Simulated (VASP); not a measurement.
# CdS (P3m1) in VASP: notebook

Aim: see how the results for CdS move with the level of theory and the settings. Levels: PBE, PBE0. Tasks: single point.

Program: VASP 6.6.1. These are calculated values, not measurements. Logs are shortened: lines on timing, memory, paths and dates and some standing lists are left out, and cuts for length are marked.

### Step 1. The cell of the first run

Symmetry: P3m1, No. 156, trigonal system. Conventional cell: a = 4.261 Å, b = 4.261 Å, c = 5.804 Å, α = 90.00°, β = 90.00°, γ = 120.00°. Within 3.2 Å of Cd (site symmetry 3m) lie 3 S at 2.46 Å. Within 3.2 Å of S (site symmetry 3m) lie 3 Cd at 2.46 Å.

### Step 2. Single point, PBE

INCAR reads:

```
ALGO = Normal
EDIFF = 1E-6
ENCUT = 520
GGA = PE
ISIF = 2
ISMEAR = -1
LASPH = T
LCHARG = F
LREAL = F
LWAVE = F
NBANDS = 16
NELM = 80
PREC = Accurate
SIGMA = 0.05
```

KPOINTS reads:

```
k-points
0
Gamma
  4 4 4
```

POSCAR reads:

```
CdS
1.0
    4.2611695877      0.0000000000      0.0000000000
   -2.1305847939      3.6902811128      0.0000000000
    0.0000000000      0.0000000000      5.8041729400
Cd S
1 1
Direct
    0.0000000000      0.0000000000      0.4426919200
    0.6666666667      0.3333333333      0.4343080800
```

Potentials or basis: VASP PAW PBE potentials, release 64 (Cd, S).

On the command line:

```
$ cat potpaw_PBE.64/Cd/POTCAR potpaw_PBE.64/S/POTCAR > POTCAR
$ mpirun -np 1 vasp_std > vasp.out
```

OUTCAR:

```text
EDIFF = 1E-6
   ENCUT = 520
   GGA = PE
   ISIF = 2
   ISMEAR = -1
   LASPH = T
   LREAL = F
   NELM = 80
   PREC = Accurate

 ion  position               nearest neighbor table
   1  0.000  0.000  0.443-   2 2.46   2 2.46   2 2.46
   2  0.667  0.333  0.434-   1 2.46   1 2.46   1 2.46

  LATTYP: Found a hexagonal cell.
 ALAT       =     4.2611695877
 C/A-ratio  =     1.3621079426

  Lattice vectors:

 A1 = (   4.2611695877,   0.0000000000,   0.0000000000)
 A2 = (  -2.1305847939,   3.6902811128,   0.0000000000)
 A3 = (   0.0000000000,   0.0000000000,   5.8041729400)

Analysis of symmetry for initial positions (statically):
=====================================================================
 Subroutine PRICEL returns:
 Original cell was already a primitive cell.

 Routine SETGRP: Setting up the symmetry group for a
 hexagonal supercell.

 Subroutine GETGRP returns: Found  6 space group operations
 (whereof  6 operations were pure point group operations)
 out of a pool of 24 trial point group operations.

The static configuration has the point symmetry C_3v.

Analysis of symmetry for dynamics (positions and initial velocities):
=====================================================================
 Subroutine PRICEL returns:
 Original cell was already a primitive cell.

 Routine SETGRP: Setting up the symmetry group for a
 hexagonal supercell.

 Subroutine GETGRP returns: Found  6 space group operations
 (whereof  6 operations were pure point group operations)
 out of a pool of 24 trial point group operations.

The dynamic configuration has the point symmetry C_3v.

 Subroutine INISYM returns: Found  6 space group operations
 (whereof  6 operations are pure point group operations),
 and found     1 'primitive' translations

----------------------------------------------------------------------------------------

                                     Primitive cell

  volume of cell :      91.2701

  direct lattice vectors                    reciprocal lattice vectors
     4.261169588  0.000000000  0.000000000     0.234677353  0.135491033  0.000000000
    -2.130584794  3.690281113  0.000000000     0.000000000  0.270982066  0.000000000
     0.000000000  0.000000000  5.804172940     0.000000000  0.000000000  0.172289835

  length of vectors
     4.261169588  4.261169588  5.804172940     0.270982066  0.270982066  0.172289835

  position of ions in fractional coordinates (direct lattice)
     0.000000000  0.000000000  0.442691920
     0.666666667  0.333333333  0.434308080

  ion indices of the primitive-cell ions
   primitive index   ion index
                 1           1
                 2           2

----------------------------------------------------------------------------------------

 KPOINTS: k-points

Automatic generation of k-mesh.
 Grid dimensions read from file:
 generate k-points for:    4    4    4

 Generating k-lattice:

  Cartesian coordinates                     Fractional coordinates (reciprocal lattice)
     0.058669338  0.033872758  0.000000000     0.250000000 -0.000000000  0.000000000
     0.000000000  0.067745516  0.000000000     0.000000000  0.250000000  0.000000000
     0.000000000  0.000000000  0.043072459     0.000000000  0.000000000  0.250000000

  Length of vectors
     0.067745516  0.067745516  0.043072459

  Shift w.r.t. Gamma in fractional coordinates (k-lattice)
     0.000000000  0.000000000  0.000000000

 Subroutine IBZKPT returns following result:
 ===========================================

 Found     13 irreducible k-points:

 Following reciprocal coordinates:
            Coordinates               Weight
  0.000000  0.000000  0.000000      1.000000
  0.250000 -0.000000  0.000000      6.000000
  0.500000 -0.000000  0.000000      3.000000
  0.250000  0.250000  0.000000      6.000000
  0.000000  0.000000  0.250000      2.000000
  0.250000 -0.000000  0.250000      6.000000
  0.000000  0.250000  0.250000      6.000000
  0.500000 -0.000000  0.250000      6.000000
  0.250000  0.250000  0.250000     12.000000
  0.000000  0.000000  0.500000      1.000000
  0.250000 -0.000000  0.500000      6.000000
  0.500000 -0.000000  0.500000      3.000000
  0.250000  0.250000  0.500000      6.000000
   k-points           NKPTS =     13   k-points in BZ     NKDIM =     13   number of bands    NBANDS=     16
   number of dos      NEDOS =    301   number of ions     NIONS =      2
   total plane-waves  NPLWV =  49152
   dimension x,y,z NGX =    32 NGY =   32 NGZ =   48
   dimension x,y,z NGXF=    64 NGYF=   64 NGZF=   96
   ions per type =               1   1
   NGX,Y,Z   is equivalent  to a cutoff of  12.48, 12.48, 13.75 a.u.
   NGXF,Y,Z  is equivalent  to a cutoff of  24.97, 24.97, 27.50 a.u.
 SYSTEM =  unknown system
   PREC   = accura    normal or accurate (medium, high low for compatibility)
   ISTART =      0    job   : 0-new  1-cont  2-samecut
   ICHARG =      2    charge: 1-file 2-atom 10-const
   ISPIN  =      1    spin polarized calculation?
   LNONCOLLINEAR =      F non collinear calculations
   LSORBIT =      F    spin-orbit coupling
   LASPH  =      T    aspherical Exc in radial PAW
   ENCUT  =  520.0 eV  38.22 Ry    6.18 a.u.   7.92  7.92 10.79*2*pi/ulx,y,z
   NELM   =     80;   NELMIN=  2; NELMDL= -5     # of ELM steps
   EDIFF  = 0.1E-05   stopping-criterion for ELM
   LREAL  =      F    real-space projection
   EDIFFG = 0.1E-04   stopping-criterion for IOM
   NSW    =      0    number of steps for IOM
   IBRION =     -1    ionic relax: 0-MD 1-quasi-New 2-CG
   NFREE  =      0    steps in history (QN), initial steepest desc. (CG)
   ISIF   =      2    stress and relaxation
   ISYM   =      2    0-nonsym 1-usesym 2-fastsym
   POTIM  = 0.5000    time-step for ionic-motion
   TEBEG  =    0.0;   TEEND  =   0.0 temperature during run
   PSTRESS=    0.0 pullay stress
   NELECT =      18.0000    total number of electrons
   NUPDOWN=      -1.0000    fix difference up-down
   EMIN   =  10.00;   EMAX   =-10.00  energy-range for DOS
   EFERMI =   0.00;   METHOD = LEGACY
   ISMEAR =    -1;   SIGMA  =   0.05  broadening in eV -4-tet -1-fermi 0-gaus
   EFERMI_NEDOS =   21; number of points for ismear=-14 and -15
   IALGO  =     38    algorithm
   IMIX   =      4    mixing-type and parameters
     AMIX     =   0.40;   BMIX     =  1.00
     AMIX_MAG =   1.60;   BMIX_MAG =  1.00
  volume/ion in A,a.u.               =      45.64       307.96
  Fermi-wavevector in a.u.,A,eV,Ry     =   0.952919  1.800756 12.354841  0.908055
  Thomas-Fermi vector in A             =   2.081527
   LORBIT       =      0    0 simple, 1 ext, 2 COOP (PROOUT), +10 PAW based schemes
   GGA     = PE    functional components
   LHFCALC =     F    Hartree Fock is set to
   AEXX    =    0.0000 exact exchange contribution
   IVDW    =     0    specifies the selected vdW correction
   LEPSILON=     F    determine dielectric tensor
   LRPA    =     F    only Hartree local field effects (RPA)
 non-spin polarized calculation
  energy-cutoff  :      520.00
  volume of cell :       91.27
 maximum number of plane-waves:      2468
 NGX is ok and might be reduce to    32
   NGX = 15   NGY = 15   NGZ = 21

 number of electron      18.0000002 magnetization

 Free energy of the ion-electron system (eV)
  ---------------------------------------------------
  ext. energy  EPLUGINS =         0.00000000
  ---------------------------------------------------
  free energy    TOTEN  =        -5.61846938 eV

  energy without entropy =       -5.61846931  energy(sigma->0) =       -5.61846935

 E-fermi :  -1.3167     XC(G=0):  -6.1404

 val. band max:       -2.0951936394   @ k =   0.0000   0.0000   0.5000
 cond. band min:      -0.6382446322   @ k =   0.0000   0.0000   0.0000
 fundamental gap:      1.4569490071
 Fermi energy:        -1.3167147247

 k-point     1 :       0.0000    0.0000    0.0000
  band No.  band energies     occupation
      1     -13.7024      2.00000
      2      -9.7524      2.00000
      3      -9.7524      2.00000
      4      -9.2540      2.00000
      5      -9.2540      2.00000
      6      -9.0484      2.00000
[... 8 lines left out ...]
     15       8.9128      0.00000
     16       9.6028      0.00000

 k-point     2 :       0.2500   -0.0000    0.0000
  band No.  band energies     occupation
      1     -13.5358      2.00000
      2      -9.6559      2.00000
      3      -9.6125      2.00000
      4      -9.3086      2.00000
      5      -9.2618      2.00000
      6      -8.9821      2.00000
[... 8 lines left out ...]
     15       8.8802      0.00000
     16       9.0790      0.00000

 k-point     3 :       0.5000   -0.0000    0.0000
  band No.  band energies     occupation
      1     -13.3680      2.00000
      2      -9.4767      2.00000
      3      -9.4588      2.00000
      4      -9.3600      2.00000
      5      -9.2694      2.00000
      6      -8.8584      2.00000
[... 8 lines left out ...]
     15       8.1694      0.00000
     16       8.6283      0.00000

 k-point     4 :       0.2500    0.2500    0.0000
  band No.  band energies     occupation
      1     -13.3683      2.00000
      2      -9.5594      2.00000
      3      -9.4335      2.00000
      4      -9.3474      2.00000
      5      -9.2827      2.00000
      6      -8.7979      2.00000
[... 8 lines left out ...]
     15       6.7452      0.00000
     16       8.2297      0.00000

 k-point     5 :       0.0000    0.0000    0.2500
  band No.  band energies     occupation
      1     -13.7006      2.00000
      2      -9.7524      2.00000
      3      -9.7524      2.00000
      4      -9.2542      2.00000
      5      -9.2542      2.00000
      6      -9.0437      2.00000
[... 8 lines left out ...]
     15       9.0399      0.00000
     16       9.3463      0.00000

 k-point     6 :       0.2500   -0.0000    0.2500
  band No.  band energies     occupation
      1     -13.5343      2.00000
      2      -9.6556      2.00000
      3      -9.6124      2.00000
      4      -9.3094      2.00000
      5      -9.2621      2.00000
      6      -8.9785      2.00000
[... 8 lines left out ...]
     15       8.2524      0.00000
     16       8.6843      0.00000

 k-point     7 :       0.0000    0.2500    0.2500
  band No.  band energies     occupation
      1     -13.5343      2.00000
      2      -9.6556      2.00000
      3      -9.6124      2.00000
      4      -9.3094      2.00000
      5      -9.2621      2.00000
      6      -8.9785      2.00000
[... 8 lines left out ...]
     15       8.1557      0.00000
     16       8.6959      0.00000

 k-point     8 :       0.5000   -0.0000    0.2500
  band No.  band energies     occupation
      1     -13.3668      2.00000
      2      -9.4757      2.00000
      3      -9.4588      2.00000
      4      -9.3611      2.00000
      5      -9.2697      2.00000
      6      -8.8578      2.00000
[... 8 lines left out ...]
     15       8.1717      0.00000
     16       8.7277      0.00000

 k-point     9 :       0.2500    0.2500    0.2500
  band No.  band energies     occupation
      1     -13.3671      2.00000
      2      -9.5589      2.00000
      3      -9.4332      2.00000
      4      -9.3483      2.00000
      5      -9.2832      2.00000
      6      -8.7967      2.00000
[... 8 lines left out ...]
     15       7.4842      0.00000
     16       9.1825      0.00000

 k-point    10 :       0.0000    0.0000    0.5000
  band No.  band energies     occupation
      1     -13.6989      2.00000
      2      -9.7523      2.00000
      3      -9.7523      2.00000
      4      -9.2545      2.00000
      5      -9.2545      2.00000
      6      -9.0389      2.00000
[... 8 lines left out ...]
     15       8.0127      0.00000
     16       9.1430      0.00000

 k-point    11 :       0.2500   -0.0000    0.5000
  band No.  band energies     occupation
      1     -13.5328      2.00000
      2      -9.6554      2.00000
      3      -9.6124      2.00000
      4      -9.3101      2.00000
      5      -9.2624      2.00000
      6      -8.9749      2.00000
[... 8 lines left out ...]
     15       7.7108      0.00000
     16       8.3908      0.00000

 k-point    12 :       0.5000   -0.0000    0.5000
  band No.  band energies     occupation
      1     -13.3656      2.00000
      2      -9.4747      2.00000
      3      -9.4587      2.00000
      4      -9.3622      2.00000
      5      -9.2701      2.00000
      6      -8.8571      2.00000
[... 8 lines left out ...]
     15       8.3152      0.00000
     16       8.8217      0.00000

 k-point    13 :       0.2500    0.2500    0.5000
  band No.  band energies     occupation
      1     -13.3659      2.00000
      2      -9.5585      2.00000
      3      -9.4329      2.00000
      4      -9.3493      2.00000
      5      -9.2837      2.00000
      6      -8.7955      2.00000
[... 8 lines left out ...]
     15       8.0772      0.00000
     16       8.4230      0.00000

------------------------ aborting loop because EDIFF is reached ----------------------------------------

  FORCE on cell =-STRESS in cart. coord.  units (eV):
  Direction    XX          YY          ZZ          XY          YZ          ZX
  --------------------------------------------------------------------------------------
  -------------------------------------------------------------------------------------
  Total       -0.0205564     -0.0205564     -0.0022257      0.0000000      0.0000000      0.0000000
  in kB       -0.3608519     -0.3608519     -0.0390696      0.0000000      0.0000000      0.0000000
  external PRESSURE =      -0.2535911 kB  Pullay stress =       0.0000000 kB

 VOLUME and BASIS-vectors are now :
 -----------------------------------------------------------------------------
  energy-cutoff  :      520.00
  volume of cell :       91.27
      direct lattice vectors                 reciprocal lattice vectors
     4.261169588  0.000000000  0.000000000     0.234677353  0.135491033  0.000000000
    -2.130584794  3.690281113  0.000000000     0.000000000  0.270982066  0.000000000
     0.000000000  0.000000000  5.804172940     0.000000000  0.000000000  0.172289835

 POSITION                                       TOTAL-FORCE (eV/Angst)
 -----------------------------------------------------------------------------------
      0.00000      0.00000      2.56946        -0.000000     -0.000000      0.000403
      2.13058      1.23009      2.52080         0.000000      0.000000     -0.000403
 -----------------------------------------------------------------------------------
    total drift:                                0.000001     -0.000000      0.000025

  FREE ENERGIE OF THE ION-ELECTRON SYSTEM (eV)
  ---------------------------------------------------
  free  energy   TOTEN  =        -5.6184693819 eV

  energy  without entropy=       -5.6184693116  energy(sigma->0) =       -5.61846935
```

It took 35 s on 1 thread of AMD EPYC 7R13, shared host; peak memory 0.18 GiB.

What came out:

```
Free energy            : -5.6185 eV
Pressure               : 0.0 GPa
Band gap on the k mesh : 1.46 eV, indirect (the least direct gap lies 4.3 meV higher)
```

Caveat: the k points lie up to 0.43 Å⁻¹ apart. A k mesh can miss the band edges.

### Step 3. Single point, PBE0

POSCAR is that of step 2.

INCAR.step1 reads:

```
PREC = Accurate ; ENCUT = 520
EDIFF = 1E-5 ; ISMEAR = -1
SIGMA = 0.05 ; LREAL = False
LASPH = True ; NELM = 80
ALGO = Normal ; ISIF = 2
LWAVE = True ; LCHARG = False
NBANDS = 16 ; GGA = PE
```

INCAR.step2 reads:

```
PREC = Accurate ; ENCUT = 520
EDIFF = 1E-6 ; ISMEAR = -1
SIGMA = 0.05 ; LREAL = False
LASPH = True ; NELM = 80
ALGO = Normal ; ISIF = 2
LWAVE = False ; LCHARG = False
GGA = PE ; LHFCALC = True
AEXX = 0.25 ; PRECFOCK = Normal
NBANDS = 16 ; ISTART = 1
```

KPOINTS reads:

```
regular mesh
0
Gamma
  4 4 4
```

Potentials or basis: VASP PAW PBE potentials, release 64 (Cd, S).

On the command line:

```
$ cat potpaw_PBE.64/Cd/POTCAR potpaw_PBE.64/S/POTCAR > POTCAR
$ cp INCAR.step1 INCAR
$ mpirun -np 1 vasp_std > vasp.out
$ cp INCAR.step2 INCAR
$ mpirun -np 1 vasp_std > vasp.out
```

Run time: 37 min. Hardware: 1 thread of AMD EPYC 7R13, shared host; peak memory 0.2 GiB.

The run converged. Its results:

* Free energy: -7.6369 eV
* Pressure: -0.6 GPa
* Largest force: 0.016 eV/Å
* Band gap on the k mesh: 3.21 eV, indirect (the least direct gap lies 4.9 meV higher)

Forces on the atoms (eV/Å):
```
Cd   0.000  0.000 -0.016
S    0.000  0.000  0.016
```

Stress tensor (GPa, compression positive):
```
-0.97  0.00  0.00
 0.00 -0.97  0.00
 0.00  0.00  0.00
```

Levels at points of the mesh, in eV from the valence-band top:
| k point | band 6 | band 7 | band 8 | band 9 | band 10 | band 11 | band 12 | band 13 |
| --- | --- | --- | --- | --- | --- | --- | --- | --- |
| (0.00, 0.00, 0.00) | -8.10 | -1.25 | 0.00 | 0.00 | 3.21 | 7.14 | 8.83 | 8.83 |
| (0.50, 0.00, 0.00) | -7.87 | -3.83 | -1.38 | -0.31 | 5.50 | 6.90 | 8.42 | 9.00 |
| (0.00, 0.00, 0.50) | -8.10 | -1.48 | 0.00 | 0.00 | 3.58 | 6.63 | 8.89 | 8.89 |
| (0.50, 0.00, 0.50) | -7.87 | -3.80 | -1.38 | -0.43 | 5.70 | 5.88 | 9.32 | 10.01 |

Caveat: the k points lie up to 0.43 Å⁻¹ apart; the PAW data sets were made with another functional, which shifts forces and pressure a little. A k mesh can miss the band edges.

### Step 4. Single point, PBE

INCAR reads:

```
SYSTEM = CdS
PREC = Accurate
ENCUT = 520
EDIFF = 1E-7
ISMEAR = 0
SIGMA = 0.02
LREAL = .FALSE.
LASPH = .TRUE.
NELM = 100
ALGO = Normal
ISIF = 2
LWAVE = .FALSE.
LCHARG = .FALSE.
GGA = PE
NBANDS = 16
```

KPOINTS reads:

```
regular mesh
0
G
  7 7 5
  0 0 0
```

POSCAR is that of step 3.

On the command line:

```
$ cat potpaw_PBE.64/Cd/POTCAR potpaw_PBE.64/S/POTCAR > POTCAR
$ mpirun -np 1 vasp_std > vasp.out
```

Wall time 32 s (1 thread of Intel Xeon Platinum 8375C at 2.90GHz (Ice Lake), shared host); peak memory 0.23 GiB.

It converged, with:

```
Free energy            : -5.6489 eV
Pressure               : -0.1 GPa
Band gap on the k mesh : 1.47 eV, indirect (the least direct gap lies 3.9 meV higher)
```

Forces on the atoms (eV/Å):
```
Cd   0.000  0.000 -0.002
S    0.000  0.000  0.002
```

Stress tensor (GPa, compression positive):
```
-0.09  0.00  0.00
 0.00 -0.09  0.00
 0.00  0.00 -0.01
```

Levels at points of the mesh, in eV from the valence-band top:
```
           k point  band 5  band 6  band 7  band 8  band 9  band 10  band 11  band 12  band 13  band 14
(0.00, 0.00, 0.00)   -7.13   -6.93   -1.05    0.00    0.00     1.47     5.58     6.93     6.93     6.98
```

A k mesh can miss the band edges.

### Step 5. Overview

| level | k mesh | smearing | grid for exact exchange (PRECFOCK) | gap on the mesh (eV) | pressure (GPa) |
| --- | --- | --- | --- | --- | --- |
| PBE | 4 × 4 × 4 | fermi-dirac 0.05 eV | - | 1.46 | 0.0 |
| PBE0 | 4 × 4 × 4 | fermi-dirac 0.05 eV | Normal | 3.21 | -0.6 |
| PBE | 7 × 7 × 5 | gaussian 0.02 eV | - | 1.47 | -0.1 |

Alike in all rows: task single point; potentials or basis VASP PAW PBE potentials, release 64 (Cd, S); no spin polarisation; cell as given; cutoff (eV) 520.

Caveats: some runs use coarse meshes; the PAW data sets were made with another functional, which shifts forces and pressure a little (some runs).

Absolute energies hang on the potentials; compare differences alone.
